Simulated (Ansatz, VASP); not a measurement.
## Two plane-wave programs on Ge

INCAR

```
SYSTEM = Ge
ALGO = Normal ; EDIFF = 1E-6
ENCUT = 520 ; GGA = PE
ISIF = 2 ; ISMEAR = 0
LASPH = .TRUE. ; LCHARG = .FALSE.
LREAL = .FALSE. ; LWAVE = .FALSE.
NBANDS = 21 ; NELM = 60
PREC = Accurate ; SIGMA = 0.15
```

KPOINTS

```
k-points
0
G
  14 14 14
  0 0 0
```

File POSCAR:

```
Ge
1.0
    0.0000000000      2.8962531172      3.0772689370
    2.8962531172      0.0000000000      3.0772689370
    2.8962531172      2.8962531172      0.0000000000
Ge
2
Direct
    0.5000000000      0.5000000000      0.5000000000
    0.7500000000      0.7500000000      0.7500000000
```

Input for Ansatz:

```yaml
crystal:
  lattice:
    - [0.0, 2.8962531172, 3.077268937]
    - [2.8962531172, 0.0, 3.077268937]
    - [2.8962531172, 2.8962531172, 0.0]
  atoms:
    - { symbol: Ge, position: [0.5, 0.5, 0.5] }
    - { symbol: Ge, position: [0.75, 0.75, 0.75] }
basis:
  ecutwfc: 420
kpoints:
  mp_grid: { grid: [14, 14, 14] }
hamiltonian:
  xc: pbe
scf:
  occupations: { method: gaussian, width: 0.15 }
output:
  forces: true
  stress: true
  eigenvalues: true
```

Alike in both runs: task single point; functional PBE; k mesh 14 × 14 × 14; occupations gaussian, width 0.15 eV; no spin polarisation.

|  | VASP | Ansatz |
| --- | --- | --- |
| version | VASP 6.6.1 | Ansatz 0.2.0 |
| potentials or method | VASP PAW PBE potentials, release 64 (Ge_d), cutoff 520 eV | scalar-relativistic, plane waves, PAW |
| valence electrons in the cell | 28 | 28 |

Ansatz gave:

| Property | Result |
| --- | --- |
| gap on the k mesh at the Fermi level (eV) | none |
| pressure (GPa) | -3.7 |
| traceless stress, the component that is largest in VASP (GPa) | -2.61 |

Q: What did VASP give for the same quantities?

A: gap on the k mesh at the Fermi level (eV): none; pressure (GPa): -3.8; traceless stress, the component that is largest in VASP (GPa): -2.62.

A gap of «none» marks a metal or a gap that the smearing closes.
